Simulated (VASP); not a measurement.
Runs of VASP 6.6.1 on MnF2. The structure is that of space group P4_2/mnm (No. 136), or close to it. The cells are those of the table. 

```csv
level,potentials or basis,spin,fixed moment (μB),cell,cutoff (eV),gap on the mesh (eV),pressure (GPa),moment (μB),largest force (eV/Å)
PBE,"VASP PAW PBE potentials, release 64 (Mn_pv, F)","collinear, ferromagnetic start",2.0,"a = 4.874, b = 4.874, c = 3.311 Å, 6 atoms",520,-,-11.6,2.00,0.21
PBE,"VASP PAW PBE potentials, release 64 (Mn_pv, F)","collinear, ferromagnetic start",4.0,"a = 4.874, b = 4.874, c = 3.311 Å, 6 atoms",520,-,-11.0,4.00,0.14
PBEsol,"VASP PAW PBE potentials, release 64 (Mn_pv, F)","collinear, ferromagnetic start",-,"a = 4.808, b = 4.808, c = 3.266 Å, 6 atoms",520,0.86,3.8,10.00,0.05
PBEsol,"VASP PAW PBE potentials, release 64 (Mn_pv, F)","collinear, ferromagnetic start",-,"a = 4.774, b = 4.774, c = 3.243 Å, 6 atoms",520,0.82,6.3,10.00,0.07
PBE,"VASP PAW PBE potentials, release 64 (Mn_pv, F)","collinear, zero start",0.0,"a = 4.874, b = 4.874, c = 3.311 Å, 6 atoms",520,-,(a),0.00,0.03
PBEsol,"VASP PAW PBE potentials, release 64 (Mn_sv, F)","collinear, ferromagnetic start",-,"a = 4.969, b = 4.969, c = 3.376 Å, 6 atoms",700,(c),-6.1,10.00,0.06
PBEsol,"VASP PAW PBE potentials, release 64 (Mn_pv, F)","collinear, ferromagnetic start",-,"a = 4.874, b = 4.874, c = 3.311 Å, 6 atoms",520,(d),-0.6,10.00,-
PBE,"VASP PAW PBE potentials, release 64 (Mn_pv, F)","collinear, ferromagnetic start",6.0,"a = 4.874, b = 4.874, c = 3.311 Å, 6 atoms",520,-,(b),6.00,0.25
```

Alike in all rows: task single point; k mesh 5 × 5 × 7; smearing fermi-dirac 0.05 eV.

Q: Estimate the missing entries.

A: (a) -15.7; (b) -6.7; (c) 1.02; (d) 0.94.

Caveats: the run started ferromagnetic, and an antiferromagnetic order may lie lower in energy (at least some runs); the cell stands under tension (at least some runs); the PAW data sets were made with another functional, which shifts forces and pressure a little (at least some runs); the total moment is fixed, so each spin has its own Fermi level and the state may be an excited one (at least some runs); the cell stands under pressure (at least some runs); the stress differs along the axes, from -16 to -10 GPa (at least some runs); the total moment is fixed, so each spin has its own Fermi level (at least some runs).

A k mesh can miss the band edges.

The runs don't all hold the same shells in valence.
